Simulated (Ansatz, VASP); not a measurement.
## BaCaBr4 in VASP and in Ansatz

File INCAR:

```
PREC = Accurate
ENCUT = 520
EDIFF = 1E-7
ISMEAR = 0
SIGMA = 0.1
LREAL = F
LASPH = T
NELM = 100
ALGO = Normal
ISIF = 2
LWAVE = F
LCHARG = F
GGA = PE
NBANDS = 33
```

The input KPOINTS:

```
Automatic mesh
0
Gamma
  4 4 4
```

The input POSCAR:

```
BaCaBr4
1.0
    6.5138363800      0.0000000000      0.0000000000
    0.0000000000      6.5138363800      0.0000000000
    0.0000000000      0.0000000000      4.9663996900
Ba Ca Br
1 1 4
Direct
    0.5000000000      0.5000000000      0.0000000000
    0.0000000000      0.0000000000      0.5000000000
    0.6813544100      0.0000000000      0.5000000000
    0.3186455900      0.0000000000      0.5000000000
    0.0000000000      0.6813544100      0.5000000000
    0.0000000000      0.3186455900      0.5000000000
```

Input for Ansatz:

```yaml
crystal:
  lattice:
    - [6.51383638, 0.0, 0.0]
    - [0.0, 6.51383638, 0.0]
    - [0.0, 0.0, 4.96639969]
  atoms:
    - { symbol: Ba, position: [0.5, 0.5, 0.0] }
    - { symbol: Ca, position: [0.0, 0.0, 0.5] }
    - { symbol: Br, position: [0.68135441, 0.0, 0.5] }
    - { symbol: Br, position: [0.31864559, 0.0, 0.5] }
    - { symbol: Br, position: [0.0, 0.68135441, 0.5] }
    - { symbol: Br, position: [0.0, 0.31864559, 0.5] }
basis:
  ecutwfc: 420
kpoints:
  mp_grid: { grid: [4, 4, 4] }
hamiltonian:
  xc: pbe
scf:
  occupations: { method: gaussian, width: 0.1 }
  lower_state_search: "off"
output:
  forces: true
  stress: true
  eigenvalues: true
```

Alike in both runs: task single point; functional PBE; k mesh 4 × 4 × 4; occupations gaussian, width 0.1 eV; no spin polarisation.

|  | VASP | Ansatz |
| --- | --- | --- |
| version | VASP 6.6.1 | Ansatz 0.2.0 |
| potentials or method | VASP PAW PBE potentials, release 64 (Ba_sv, Ca_sv, Br), cutoff 520 eV | scalar-relativistic, plane waves, PAW |
| valence electrons in the cell | 48 | 48 |

VASP gave:

```
gap on the k mesh at the Fermi level (eV) : none
rms of the force components (eV/Å)        : 2.901
```

Task: What did Ansatz give for the same quantities?

Result: gap on the k mesh at the Fermi level (eV): none; rms of the force components (eV/Å): 2.835.

Atom by atom the forces differ by 0.065 eV/Å (rms over components). A gap of «none» marks a metal or a gap that the smearing closes.

Spin-orbit coupling is off throughout.
